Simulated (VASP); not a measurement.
A run of VASP 6.6.1 is set up as follows.

The input INCAR:

```
SYSTEM = LaBi
PREC     = Accurate       ! precision mode
ENCUT    = 520            ! plane-wave cutoff, eV
EDIFF    = 1E-6           ! SCF threshold, eV
ISMEAR   = 1              ! smearing method
SIGMA    = 0.05           ! smearing width, eV
LREAL    = .FALSE.        ! projectors in reciprocal space
LASPH    = .TRUE.         ! aspherical terms in the spheres
NELM     = 100            ! most SCF steps
ALGO     = Normal         ! electronic algorithm
ISIF     = 2              ! what is computed and relaxed
LWAVE    = .FALSE.        ! write WAVECAR
LCHARG   = .TRUE.         ! write CHGCAR
LELF     = .TRUE.         ! ELF
LVHAR    = .TRUE.       
NBANDS   = 20             ! bands
```

File KPOINTS:

```
Automatic mesh
0
G
  6 6 6
  0 0 0
```

File POSCAR:

```
LaBi
1.0
    0.0000000000      3.3256957430      3.3256957430
    3.3256957430      0.0000000000      3.3256957430
    3.3256957430      3.3256957430      0.0000000000
La Bi
1 1
Direct
    0.0000000000      0.0000000000      0.0000000000
    0.5000000000      0.5000000000      0.5000000000
```

Potentials or basis: VASP PAW LDA potentials, release 64 (La, Bi_d).

Command:

```console
$ cat potpaw_LDA.64/La/POTCAR potpaw_LDA.64/Bi_d/POTCAR > POTCAR
$ mpirun -np 1 vasp_std > vasp.out
```

(1) Estimate the band gap on the k mesh.

(2) Estimate the pressure.

Answers

(1) zero (band 13 reaches 6.55 eV, above the bottom of band 14 at 6.16 eV).

(2) -3.3 GPa.

Caveat: spin-orbit coupling is left out, which moves the levels of the heavy elements.
